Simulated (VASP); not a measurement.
Runs of VASP 6.6.1 on MnS. The structure is that of space group Fm-3m (No. 225), or close to it. The cells are those of the table. 

| task | level | U | cell | k mesh | cutoff (eV) | smearing | grid for exact exchange (PRECFOCK) | share of exact exchange | gap on the mesh (eV) | pressure (GPa) | moment (μB) | relaxed volume (Å³/atom) |
| --- | --- | --- | --- | --- | --- | --- | --- | --- | --- | --- | --- | --- |
| single point | PBE0 | - | a = 3.683 Å, angles 60.0°, 2 atoms | 5 × 5 × 5 | 520 | fermi-dirac 0.05 eV | Normal | 0.25 | 1.92 | (c) | 5.00 | - |
| relaxation of cell and atoms | PBEsol | - | relaxed from a = 3.683 Å, angles 60.0°, 2 atoms | 9 × 9 × 9 | 600 | fermi-dirac 0.05 eV | - | - | none | -0.1 | 3.99 | 14.90 |
| single point | PBEsol+D3(BJ) | - | a = 3.546 Å, angles 60.0°, 2 atoms | 9 × 9 × 9 | 520 | fermi-dirac 0.05 eV | - | - | none | 0.2 | (b) | - |
| relaxation of cell and atoms | PBE | - | relaxed from a = 3.683 Å, angles 60.0°, 2 atoms | 7 × 7 × 7 | 600 | fermi-dirac 0.05 eV | - | - | none | 0.0 | 4.58 | (a) |
| single point | PBE+U | Mn d U = 6.2 eV | a = 3.683 Å, angles 60.0°, 2 atoms | 9 × 9 × 9 | 520 | fermi-dirac 0.15 eV | - | - | 1.36 | 5.8 | 5.00 | - |

Alike in all rows: potentials or basis VASP PAW PBE potentials, release 64 (Mn_pv, S); spin collinear, ferromagnetic start.

Problem. Estimate the missing entries.

Solution. (a) 16.75; (b) 4.29; (c) 1.8.

Caveats: a cell with one magnetic atom can't hold antiferromagnetic order, which such compounds often take; the PAW data sets were made with another functional, which shifts forces and pressure a little (at least some runs); semilocal functionals often make such compounds metallic where correlation or magnetic order opens a gap, which also shifts bond lengths (at least some runs); an odd mesh through Γ misses points on the zone boundary, where band edges can lie (at least some runs); the volume moved by over 15 % at a fixed basis, so the end points are rough (at least some runs); the cell stands under pressure (at least some runs).

A gap of «none» marks levels without a gap at the run's occupations.
